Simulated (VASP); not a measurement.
# BN: single point with r2SCAN

The system is BN.

```
B N
1.0
     0.00000    1.81300    1.81300
     1.81300    0.00000    1.81300
     1.81300    1.81300    0.00000
B N
1 1
Direct
  0.00000 0.00000 0.00000
  0.77388 0.74204 0.74204
```

This cell differs from its parent crystal: all N atoms moved -0.050 Å, as atom 2 towards its neighbour atom 1 (B) at 1.570 Å.

```
Program                : VASP 6.6.1
Task                   : single point
Functional             : r2SCAN
Potentials or basis    : VASP PAW PBE potentials, release 64 (B, N)
Cutoff                 : 520 eV
k mesh                 : 12 × 12 × 12
Occupations            : gaussian, width 0.05 eV
Spin                   : no spin polarisation
Dipole correction      : no
Further INCAR settings : ALGO = Normal; EDIFF = 1e-06; NBANDS = 11
```

The pressure is -3.4 GPa. The largest force is 1.050 eV/Å and the band gap on the k mesh is 4.45 eV (least direct gap 8.64 eV).

Forces on the atoms (eV/Å):
```
B   -0.606  0.606  0.606
N    0.606 -0.606 -0.606
```

Stress tensor (GPa, compression positive):
```
-3.44 -0.35 -0.35
-0.35 -3.44  0.35
-0.35  0.35 -3.44
```

Levels at points of the mesh, in eV from the valence-band top:
```tsv
k point	band 1	band 2	band 3	band 4	band 5	band 6	band 7	band 8
(0.00, 0.00, 0.00)	-21.68	-0.76	-0.76	0.00	8.64	9.19	9.19	10.42
(0.50, 0.00, 0.00)	-17.42	-11.34	-2.60	-2.60	10.17	10.74	10.74	15.49
(0.00, 0.50, 0.00)	-17.44	-11.54	-2.82	-2.08	9.87	10.62	11.66	15.89
(0.50, 0.50, 0.00)	-16.03	-9.76	-5.68	-5.40	4.45	9.22	18.48	18.86
```

Wall time 41 s on 1 thread of Intel(R) Xeon(R) 6975P-C (Granite Rapids), on a shared host, peak memory 0.14 GiB.

Caveat: the cell differs from its parent crystal (all N atoms moved -0.050 Å, as atom 2 towards its neighbour atom 1 (B) at 1.570 Å); the cell stands under tension; the PAW data sets were made with another functional, which shifts forces and pressure a little. A k mesh can miss the band edges.
